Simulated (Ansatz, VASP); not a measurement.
# I in VASP and in Ansatz

The input INCAR:

```
PREC     = Accurate       # precision mode
ENCUT    = 600            # plane-wave cutoff, eV
EDIFF    = 1E-6           # SCF threshold, eV
ISMEAR   = -1             # smearing method
SIGMA    = 0.05           # smearing width, eV
LREAL    = False          # projectors in reciprocal space
LASPH    = True           # aspherical terms in the spheres
NELM     = 60             # most SCF steps
ALGO     = Normal         # electronic algorithm
ISIF     = 3              # what is computed and relaxed
LWAVE    = False          # write WAVECAR
LCHARG   = False          # write CHGCAR
GGA      = B5             # functional
ALDAX    = 1.0          
AGGAX    = 1.0          
AGGAC    = 1.0          
ALDAC    = 0.0          
IVDW     = 12             # dispersion correction
VDW_S6   = 1.0          
VDW_S8   = 2.6996       
VDW_A1   = 0.4298       
VDW_A2   = 4.2359       
IBRION   = 2              # ionic algorithm
NSW      = 60             # ionic steps
EDIFFG   = -0.01          # ionic threshold
```

KPOINTS

```
regular mesh
0
Gamma
  9 9 9
```

File POSCAR:

```
I
1.0
    0.0000000000      2.3656004428      3.9098401324
    2.1922454667      0.0000000000      3.9098401324
    2.1922454667      2.3656004428      0.0000000000
I
1
Direct
    0.0000000000      0.0000000000      0.0000000000
```

input.yaml

```yaml
crystal:
  lattice:
    - [0.0, 2.3656004428, 3.9098401324]
    - [2.1922454667, 0.0, 3.9098401324]
    - [2.1922454667, 2.3656004428, 0.0]
  atoms:
    - { symbol: I, position: [0.0, 0.0, 0.0] }
hamiltonian:
  xc: blyp
  pseudopotentials: { kind: paw }
  dispersion: d3bj
kpoints:
  mp_grid: { grid: [9, 9, 9] }
scf:
  occupations: { method: fermi_dirac, width: 0.05 }
output:
  forces: true
  stress: true
relax:
  f_tol: 0.01
  max_steps: 40
  cell: { stress_tol: 0.05 }
```

Alike in both runs: task relaxation of cell and atoms; functional BLYP; dispersion D3(BJ); k mesh 9 × 9 × 9; occupations fermi-dirac, width 0.05 eV; no spin polarisation.

|  | VASP | Ansatz |
| --- | --- | --- |
| version | VASP 6.6.1 | Ansatz 0.2.0 |
| potentials or method | VASP PAW PBE potentials, release 64 (I) | Ansatz PAW |
| plane-wave cutoff (eV) | 600 | 420 |
| valence electrons in the cell | 7 | 17 |

Ansatz gave:

```
relaxed volume (Å³/atom)                                        : 37.52
relaxed length of the cell vector where the two differ most in proportion (Å) : 3.239
```

Q: What did VASP give for the same quantities?

A: Relaxed volume (Å³/atom): 37.60; relaxed length of the cell vector where the two differ most in proportion (Å): 3.241.

VASP's potentials were made for PBE, not for BLYP. VASP's potentials hold 7 valence electrons a cell and Ansatz's 17, so a difference there can come from the potentials and not from the codes.

Spin-orbit coupling is off throughout. Noted on Ansatz's run: the plane-wave basis is chosen anew once the cell has moved, so the energies of steps on either side of that aren't comparable.
